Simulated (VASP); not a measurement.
Runs of VASP 6.6.1 on CoNiO2. The structure is that of space group P4/mmm (No. 123), or close to it. The cells are those of the table. 

| level | potentials or basis | spin | cell | k mesh | gap on the mesh (eV) | pressure (GPa) | moment (μB) |
| --- | --- | --- | --- | --- | --- | --- | --- |
| PBEsol | VASP PAW PBE potentials, release 64 (Ni, Co, O) | collinear, ferromagnetic start | a = 3.014, b = 3.014, c = 4.222 Å, 4 atoms | 9 × 9 × 6 | none | (b) | 4.47 |
| LDA | VASP PAW LDA potentials, release 64 (Ni, Co, O) | collinear, ferromagnetic start | a = 2.994, b = 2.994, c = 4.194 Å, 4 atoms | 9 × 9 × 6 | none | -21.2 | 3.16 |
| PBEsol | VASP PAW PBE potentials, release 64 (Ni, Co, O) | non-collinear, typed start | a = 3.014, b = 3.014, c = 4.222 Å, 4 atoms | 6 × 6 × 5 | none | (a) | 4.20 |
| PBEsol | VASP PAW PBE potentials, release 64 (Ni, Co, O) | collinear, antiferromagnetic start | a = 3.014, b = 3.014, c = 4.222 Å, 4 atoms | 9 × 9 × 6 | none | -13.9 | 1.58 |

Alike in all rows: task single point; cutoff (eV) 520; smearing fermi-dirac 0.05 eV.

Question: Fill in the values left out.

Answer: (a) -13.5; (b) -12.4.

Caveats: the cell stands under tension; semilocal functionals often make such compounds metallic where correlation or magnetic order opens a gap, which also shifts bond lengths; the PAW data sets were made with another functional, which shifts forces and pressure a little (at least some runs).

A gap of «none» marks levels without a gap at the run's occupations.
